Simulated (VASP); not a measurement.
Al2O3:

```
Al O
1.0
     2.38025    1.37424    4.33187
    -2.38025    1.37424    4.33187
     0.00000   -2.74848    4.33187
Al O
4 6
Direct
  0.35216 0.35216 0.35216
  0.14784 0.14784 0.14784
  0.64784 0.64784 0.64784
  0.85216 0.85216 0.85216
  0.55668 0.94332 0.25000
  0.25000 0.55668 0.94332
  0.94332 0.25000 0.55668
  0.44332 0.05668 0.75000
  0.75000 0.44332 0.05668
  0.05668 0.75000 0.44332
```

- Program: VASP 6.6.1
- Task: relaxation of cell and atoms
- Functional: PBE
- Potentials or basis: VASP PAW PBE potentials, release 64 (Al, O)
- Cutoff: 600 eV
- k mesh: 5 × 5 × 5
- Occupations: gaussian, width 0.01 eV
- Spin: no spin polarisation

At the start: pressure 6.9 GPa; volume 8.50 Å³/atom.

Question: How do energy, volume and symmetry change on relaxing?

Answer: Over 15 steps the energy falls by 5.1 meV/atom and the volume is 8.74 Å³/atom (+2.8 %); space group R-3c (No. 167, to 0.1 Å) before and after.

The path:
```tsv
step	energy change (eV)	largest force (eV/Å)	pressure (GPa)	volume (Å³)
1	0.0000	0.0276	6.85	85.02
2	-0.0141	0.0476	-5.32	89.57
3	-0.0505	0.0372	-0.02	87.44
4	-0.0505	0.0370	0.11	87.39
5	-0.0507	0.0032	0.11	87.40
6	-0.0507	0.0030	0.11	87.40
7	-0.0507	0.0025	-0.07	87.47
8	-0.0507	0.0027	-0.01	87.44
9	-0.0507	0.0027	-0.02	87.44
10	-0.0507	0.0029	0.05	87.42
11	-0.0507	0.0027	0.00	87.44
12	-0.0507	0.0027	0.00	87.44
13	-0.0507	0.0016	-0.01	87.44
14	-0.0507	0.0016	0.02	87.43
15	-0.0507	0.0003	0.00	87.44
```

Final structure:
```
CELL_PARAMETERS angstrom
2.40305 1.38740 4.37101
-2.40305 1.38740 4.37101
0.00000 -2.77480 4.37101
ATOMIC_POSITIONS crystal
Al 0.35216 0.35216 0.35216
Al 0.14784 0.14784 0.14784
Al 0.64784 0.64784 0.64784
Al 0.85216 0.85216 0.85216
O 0.55617 0.94383 0.25000
O 0.25000 0.55617 0.94383
O 0.94383 0.25000 0.55617
O 0.44383 0.05617 0.75000
O 0.75000 0.44383 0.05617
O 0.05617 0.75000 0.44383
```
